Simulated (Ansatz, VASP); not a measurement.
One calculation of Re, two programs

```
Re
1.0
     0.00000    1.94014    1.94014
     1.94014    0.00000    1.94014
     1.94014    1.94014    0.00000
Re
1
Cartesian
  1.9401 1.9401 1.9401
```

Alike in both runs: functional PBEsol; k mesh 24 × 24 × 24; occupations gaussian, width 0.1 eV; no spin polarisation.

Ansatz relaxed the structure, and its values are those at the end. VASP's run is a single point on that final structure, the one shown.

|  | VASP | Ansatz |
| --- | --- | --- |
| version | VASP 6.6.1 | Ansatz 0.2.0 |
| potentials or method | VASP PAW PBE potentials, release 64 (Re), cutoff 520 eV | scalar-relativistic, plane waves, PAW |
| valence electrons in the cell | 7 | 15 |

```tsv
	VASP	Ansatz	Ansatz less VASP
gap on the k mesh at the Fermi level (eV)	none	none	-
pressure (GPa)	0.0	0.0	+0.04
```

VASP's potentials were made for PBE, not for PBEsol. A gap of «none» marks a metal or a gap that the smearing closes. VASP's potentials hold 7 valence electrons a cell and Ansatz's 15, so a difference there can come from the potentials and not from the codes.

Spin-orbit coupling is off throughout.
